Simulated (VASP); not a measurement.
Runs of VASP 6.6.1 on Mg2Zn3O. The structure is that of space group R-3m (No. 166), or close to it. The cells are those of the table. 

```csv
cell,gap on the mesh (eV),pressure (GPa),largest force (eV/Å)
"a = 4.917 Å, angles 63.2°, 6 atoms",none,0.0,(b)
"a = 5.772 Å, angles 49.9°, 6 atoms",none,0.0,0.03
"a = 5.776 Å, angles 49.9°, 6 atoms",none,-0.1,0.02
"a = 4.933 Å, angles 62.9°, 6 atoms",none,(a),-
```

Alike in all rows: task single point; level PBE; potentials or basis VASP PAW PBE potentials, release 64 (Mg, Zn, O); no spin polarisation; k mesh 4 × 4 × 4; cutoff (eV) 600; smearing gaussian 0.2 eV.

Q: Fill in the values left out.

A: (a) -0.2; (b) 0.05.

Caveats: all runs use coarse meshes.

A gap of «none» marks levels without a gap at the run's occupations.
